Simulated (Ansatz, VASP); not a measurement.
## Two plane-wave programs on GaN

File INCAR:

```
PREC = Accurate
ENCUT = 910
EDIFF = 1E-6
ISMEAR = 0
SIGMA = 0.05
LREAL = F
LASPH = T
NELM = 120
ALGO = Normal
ISIF = 2
LWAVE = F
LCHARG = F
GGA = CA
NBANDS = 26
GGA_COMPAT = F
```

Contents of KPOINTS:

```
regular mesh
0
Gamma
  12 12 6
```

File POSCAR:

```
GaN
1.0
    3.1799996605      0.0000000000      0.0000000000
   -1.5899998303      2.7539604900      0.0000000000
    0.0000000000      0.0000000000      5.1660000000
Ga N
2 2
Direct
    0.3726415136      0.6666666667      0.0000000000
    0.7059748470      0.3333333333      0.5000000000
    0.3333333333      0.6666666667      0.3750000000
    0.6666666667      0.3333333333      0.8750000000
```

Input for Ansatz:

```yaml
crystal:
  lattice:
    - [3.1799996605, 0.0, 0.0]
    - [-1.5899998303, 2.75396049, 0.0]
    - [0.0, 0.0, 5.166]
  atoms:
    - { symbol: Ga, position: [0.3726415136, 0.6666666667, 0.0] }
    - { symbol: Ga, position: [0.705974847, 0.3333333333, 0.5] }
    - { symbol: "N", position: [0.3333333333, 0.6666666667, 0.375] }
    - { symbol: "N", position: [0.6666666667, 0.3333333333, 0.875] }
basis:
  ecutwfc: 420
kpoints:
  mp_grid: { grid: [12, 12, 6] }
hamiltonian:
  xc: lda
scf:
  occupations: { method: gaussian, width: 0.05 }
output:
  forces: true
  stress: true
  eigenvalues: true
```

Change from the starting cell: all Ga atoms moved +0.125 Å, as atom 1 along Cartesian [1 0 0].

Alike in both runs: task single point; functional LDA; k mesh 12 × 12 × 6; occupations gaussian, width 0.05 eV; no spin polarisation.

|  | VASP | Ansatz |
| --- | --- | --- |
| version | VASP 6.6.1 | Ansatz 0.2.0 |
| potentials or method | VASP PAW LDA potentials, release 64 (Ga_d, N_h), cutoff 910 eV | scalar-relativistic, plane waves, PAW |
| valence electrons in the cell | 36 | 36 |

|  | VASP | Ansatz | Ansatz less VASP |
| --- | --- | --- | --- |
| gap on the k mesh at the Fermi level (eV) | 1.86 | 1.84 | -0.019 |
| least direct gap on the mesh (eV) | 1.86 | 1.84 | -0.019 |
| rms of the force components (eV/Å) | 0.943 | 0.930 | -0.0131 |

LDA's correlation is that of Perdew and Zunger in VASP and of Perdew and Wang (1992) in Ansatz. Atom by atom the forces differ by 0.013 eV/Å (rms over components).

Noted on VASP's run: the cutoff is short for stress, so the pressure is rough.
